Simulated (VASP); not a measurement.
A run of VASP 6.6.1 is set up as follows.

Contents of INCAR:

```
SYSTEM = Hf
PREC = Accurate ; ENCUT = 520
EDIFF = 1E-7 ; ISMEAR = -1
SIGMA = 0.1 ; LREAL = .FALSE.
LASPH = .TRUE. ; NELM = 60
ALGO = Normal ; ISIF = 2
LWAVE = .FALSE. ; LCHARG = .TRUE.
GGA = CA ; LELF = .TRUE.
LVHAR = .TRUE. ; NBANDS = 11
```

The input KPOINTS:

```
Automatic mesh
0
G
  9 9 9
  0 0 0
```

POSCAR

```
Hf
1.0
    0.0000000000      2.1736862026      2.1736862026
    2.1736862026      0.0000000000      2.1736862026
    2.1736862026      2.1736862026      0.0000000000
Hf
1
Direct
    0.0000000000      0.0000000000      0.0000000000
```

Potentials or basis: VASP PAW LDA potentials, release 64 (Hf_pv).

Command:

```console
$ cat potpaw_LDA.64/Hf_pv/POTCAR > POTCAR
$ mpirun -np 1 vasp_std > vasp.out
```

Task: Predict the band gap on the k mesh.

Result: Zero (band 5 reaches 6.59 eV, above the bottom of band 6 at 4.64 eV).

Task: Estimate the pressure.

Result: 1.8 GPa.

Caveat: spin-orbit coupling is left out, which moves the levels of the heavy elements.
